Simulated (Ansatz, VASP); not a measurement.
**Al2O3: VASP beside Ansatz**

```
Al O
1.0
     2.99042    0.00000    0.00000
    -1.49521    2.58978    0.00000
     0.00000    0.00000    7.50670
Al O
2 3
Cartesian
  0.0000 0.0000 2.0865
  0.0000 0.0000 5.4202
  0.0000 1.7265 1.4972
  1.4952 0.8633 6.0095
  0.0000 0.0000 3.7533
```

Alike in both runs: task single point; functional PBEsol; k mesh 12 × 12 × 4; no spin polarisation.

```csv
,VASP,Ansatz
version,VASP 6.6.1,Ansatz 0.2.0
potentials or method,"VASP PAW PBE potentials, release 64 (Al, O), cutoff 520 eV","plane waves, PAW"
occupations,"gaussian, width 0.01 eV",fixed
valence electrons in the cell,24,24
```

```csv
,VASP,Ansatz,Ansatz less VASP
pressure (GPa),1.0,0.7,-0.31
"traceless stress, the component that is largest in VASP (GPa)",1.68,1.29,-0.392
```

VASP's potentials were made for PBE, not for PBEsol.
